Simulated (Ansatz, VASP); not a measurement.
## One calculation of SiO2, two programs

```
Si O
1.0
     5.01809    0.00000    0.00000
     0.00000    5.01809    0.00000
     0.00000    0.00000    6.97312
Si O
4 8
Cartesian
  1.4975 1.4975 0.0000
  1.0116 4.0065 1.7433
  3.5206 3.5206 3.4866
  4.0065 1.0116 5.2298
  1.2032 0.5081 1.2392
  2.0010 3.7123 2.9825
  3.8149 4.5100 4.7258
  3.0171 1.3058 6.4690
  3.7123 2.0010 3.9907
  4.5100 3.8149 2.2474
  1.3058 3.0171 0.5041
  0.5081 1.2032 5.7339
```

Alike in both runs: functional r2SCAN; k mesh 6 × 6 × 4; occupations fermi-dirac, width 0.02 eV; no spin polarisation.

Ansatz relaxed the structure, and its values are those at the end. VASP's run is a single point on that final structure, the one shown.

```csv
,VASP,Ansatz
version,VASP 6.6.1,Ansatz 0.2.0
potentials or method,"VASP PAW PBE potentials, release 64 (Si, O), cutoff 520 eV",PAW plane waves
valence electrons in the cell,64,64
```

|  | VASP | Ansatz | Ansatz less VASP |
| --- | --- | --- | --- |
| gap on the k mesh at the Fermi level (eV) | 6.30 | 6.30 | +0.005 |
| pressure (GPa) | -0.2 | -0.3 | -0.14 |
| rms of the force components (eV/Å) | 0.011 | 0.002 | -0.0091 |

VASP's potentials were made for PBE, not for r2SCAN. Ansatz's warnings: stress scf threshold loose.
